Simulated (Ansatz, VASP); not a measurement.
# Two plane-wave programs on NaI

File INCAR:

```
SYSTEM = NaI
ALGO     = Normal         ! electronic algorithm
EDIFF    = 1E-7           ! SCF threshold, eV
ENCUT    = 520            ! plane-wave cutoff, eV
GGA      = PE             ! functional
ISIF     = 2              ! what is computed and relaxed
ISMEAR   = -1             ! smearing method
LASPH    = .TRUE.         ! aspherical terms in the spheres
LCHARG   = .TRUE.         ! write CHGCAR
LELF     = .TRUE.         ! ELF
LREAL    = .FALSE.        ! projectors in reciprocal space
LVHAR    = .TRUE.       
LWAVE    = .FALSE.        ! write WAVECAR
NBANDS   = 14             ! bands
NELM     = 80             ! most SCF steps
PREC     = Accurate       ! precision mode
SIGMA    = 0.02           ! smearing width, eV
```

KPOINTS

```
k-points
0
G
  6 6 6
  0 0 0
```

Contents of POSCAR:

```
NaI
1.0
    4.0405366932      0.0000000000      0.0000000000
    0.0000000000      4.0405366932      0.0000000000
    0.0000000000      0.0000000000      4.1031650119
Na I
1 1
Direct
    0.0000000000      0.0000000000      0.0000000000
    0.5000000000      0.5000000000      0.5000000000
```

Input for Ansatz:

```yaml
crystal:
  lattice:
    - [4.0405366932, 0.0, 0.0]
    - [0.0, 4.0405366932, 0.0]
    - [0.0, 0.0, 4.1031650119]
  atoms:
    - { symbol: Na, position: [0.0, 0.0, 0.0] }
    - { symbol: I, position: [0.5, 0.5, 0.5] }
kpoints:
  mp_grid: { grid: [6, 6, 6] }
  band_path:
    path: [[0.0, 0.0, 0.0], [0.0, 0.5, 0.0], [0.5, 0.5, 0.0], [0.5, 0.5, 0.5]]
    npoints: 1
hamiltonian:
  xc: pbe
scf:
  occupations: { method: fermi_dirac, width: 0.02 }
  n_extra_bands: 4
output:
  forces: true
  stress: true
  eigenvalues: true
```

Change from the starting cell: uniaxial_z strain +1.6%.

Alike in both runs: task single point; functional PBE; k mesh 6 × 6 × 6; occupations fermi-dirac, width 0.02 eV; no spin polarisation.

|  | VASP | Ansatz |
| --- | --- | --- |
| version | VASP 6.6.1 | Ansatz 0.2.0 |
| potentials or method | VASP PAW PBE potentials, release 64 (Na_pv, I) | plane waves, PAW |
| plane-wave cutoff (eV) | 520 | 420 |
| valence electrons in the cell | 14 | 26 |

```csv
,VASP,Ansatz,Ansatz less VASP
gap on the k mesh at the Fermi level (eV),2.24,2.24,+0.003
pressure (GPa),0.0,0.0,0.00
"traceless stress, the component that is largest in VASP (GPa)",-0.48,-0.48,0.000
```

VASP's potentials hold 14 valence electrons a cell and Ansatz's 26, so a difference there can come from the potentials and not from the codes.

Spin-orbit coupling is off throughout.
